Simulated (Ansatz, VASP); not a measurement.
## One calculation of TiC, two programs

Contents of INCAR:

```
PREC = Accurate
ENCUT = 520
EDIFF = 1E-7
ISMEAR = 0
SIGMA = 0.15
LREAL = False
LASPH = True
NELM = 60
ALGO = Normal
ISIF = 2
LWAVE = False
LCHARG = False
NBANDS = 15
```

The input KPOINTS:

```
Automatic mesh
0
Gamma
  18 18 18
```

POSCAR

```
TiC
1.0
    0.0000000000      2.1640000000      2.1640000000
    2.1640000000      0.0000000000      2.1640000000
    2.1640000000      2.1640000000      0.0000000000
Ti C
1 1
Direct
    0.0000000000      0.0000000000      0.0000000000
    0.5000000000      0.5000000000      0.5000000000
```

Input for Ansatz:

```yaml
crystal:
  lattice:
    - [0.0, 2.164, 2.164]
    - [2.164, 0.0, 2.164]
    - [2.164, 2.164, 0.0]
  atoms:
    - { symbol: Ti, position: [0.0, 0.0, 0.0] }
    - { symbol: C, position: [0.5, 0.5, 0.5] }
basis:
  ecutwfc: 420
kpoints:
  mp_grid: { grid: [18, 18, 18] }
hamiltonian:
  xc: lda
scf:
  occupations: { method: gaussian, width: 0.15 }
output:
  forces: true
  stress: true
  eigenvalues: true
```

Alike in both runs: task single point; functional LDA; k mesh 18 × 18 × 18; occupations gaussian, width 0.15 eV; no spin polarisation.

|  | VASP | Ansatz |
| --- | --- | --- |
| version | VASP 6.6.1 | Ansatz 0.2.0 |
| potentials or method | VASP PAW LDA potentials, release 64 (Ti_sv, C), cutoff 520 eV | scalar-relativistic, plane waves, PAW |
| valence electrons in the cell | 16 | 16 |

```csv
,VASP,Ansatz,Ansatz less VASP
gap on the k mesh at the Fermi level (eV),none,none,-
pressure (GPa),-11.4,-12.0,-0.68
```

LDA's correlation is that of Perdew and Zunger in VASP and of Perdew and Wang (1992) in Ansatz. A gap of «none» marks a metal or a gap that the smearing closes.
